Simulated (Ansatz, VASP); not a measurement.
**Two plane-wave programs on WS2**

```
W S
1.0
     3.14594    0.00000    0.00000
    -1.57297    2.72446    0.00000
     0.00000    0.00000   27.92555
W S
3 6
Direct
  0.66667 0.33333 0.65971
  0.33333 0.66667 0.88694
  0.33333 0.66667 0.43253
  0.66667 0.33333 0.94304
  0.66667 0.33333 0.48867
  0.33333 0.66667 0.71585
  0.66667 0.33333 0.83080
  0.66667 0.33333 0.37643
  0.33333 0.66667 0.60358
```

Change from the starting cell: strain along c alone, the other axes held, atoms relaxed: -1.5 %.

Alike in both runs: functional PBEsol; k mesh 12 × 12 × 1; occupations gaussian, width 0.02 eV; no spin polarisation.

Ansatz relaxed the structure, and its values are those at the end. VASP's run is a single point on that final structure, the one shown.

```csv
,VASP,Ansatz
version,VASP 6.6.1,Ansatz 0.2.0
potentials or method,"VASP PAW PBE potentials, release 64 (W_sv, S), cutoff 520 eV","scalar-relativistic, plane waves, PAW"
valence electrons in the cell,78,78
```

|  | VASP | Ansatz | Ansatz less VASP |
| --- | --- | --- | --- |
| gap on the k mesh at the Fermi level (eV) | 1.34 | 1.33 | -0.014 |
| least direct gap on the mesh (eV) | 1.89 | 1.89 | -0.004 |
| rms of the force components (eV/Å) | 0.010 | 0.000 | -0.0102 |

VASP's potentials were made for PBE, not for PBEsol. With one functional, cell and mesh, what is left measures potentials, basis and numerics. Ansatz's warnings: stress scf threshold loose, xc potential rough in thin density.

Neither program's run includes spin-orbit coupling.
